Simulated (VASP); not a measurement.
A run of VASP 6.6.1 is set up as follows.

Contents of INCAR:

```
SYSTEM = CuI
ALGO     = Normal         ! electronic algorithm
EDIFF    = 1E-8           ! SCF threshold, eV
ENCUT    = 520            ! plane-wave cutoff, eV
GGA      = PE             ! functional
ISIF     = 2              ! what is computed and relaxed
ISMEAR   = -1             ! smearing method
LASPH    = .True.         ! aspherical terms in the spheres
LCHARG   = .False.        ! write CHGCAR
LEFG     = .True.       
LREAL    = .False.        ! projectors in reciprocal space
LWAVE    = .False.        ! write WAVECAR
NBANDS   = 26             ! bands
NELM     = 100            ! most SCF steps
PREC     = Accurate       ! precision mode
SIGMA    = 0.02           ! smearing width, eV
```

The input KPOINTS:

```
k-points
0
Gamma
  5 5 6
  0 0 0
```

The input POSCAR:

```
CuI
1.0
    3.7331675900     -3.7110863700      0.0000000000
    3.7331675900      3.7110863700      0.0000000000
    0.0000000000      0.0000000000      4.3931376234
Cu I
2 2
Direct
    0.4204388300      0.5795611700      0.7500000000
    0.5795611700      0.4204388300      0.2500000000
    0.7700426800      0.2299573200      0.7500000000
    0.2299573200      0.7700426800      0.2500000000
```

Potentials or basis: VASP PAW PBE potentials, release 64 (Cu, I).

Command:

```console
$ cat potpaw_PBE.64/Cu/POTCAR potpaw_PBE.64/I/POTCAR > POTCAR
$ mpirun -np 1 vasp_std > vasp.out
```

**Question.** Estimate the pressure.

**Answer.** 0.2 GPa.

**Question.** What does it give for the largest force?

**Answer.** 0.090 eV/Å.

**Question.** Predict the band gap on the k mesh.

**Answer.** 1.05 eV, direct.

Electric field gradients, principal values (V/Å²):
| atom | least | middle | greatest (by size) |
| --- | --- | --- | --- |
| 1 Cu | -14.690 | -34.324 | 49.014 |
| 2 Cu | -14.690 | -34.324 | 49.014 |
| 3 I | 118.589 | 290.854 | -409.442 |
| 4 I | 118.589 | 290.854 | -409.442 |

Caveat: the cell differs from its parent crystal (zz strain of +2 %); without QUAD_EFG the Cq values of the log hold for a quadrupole moment of 1 mb, not for the nuclei; spin-orbit coupling is left out, which moves the levels of the heavy elements. A k mesh can miss the band edges.
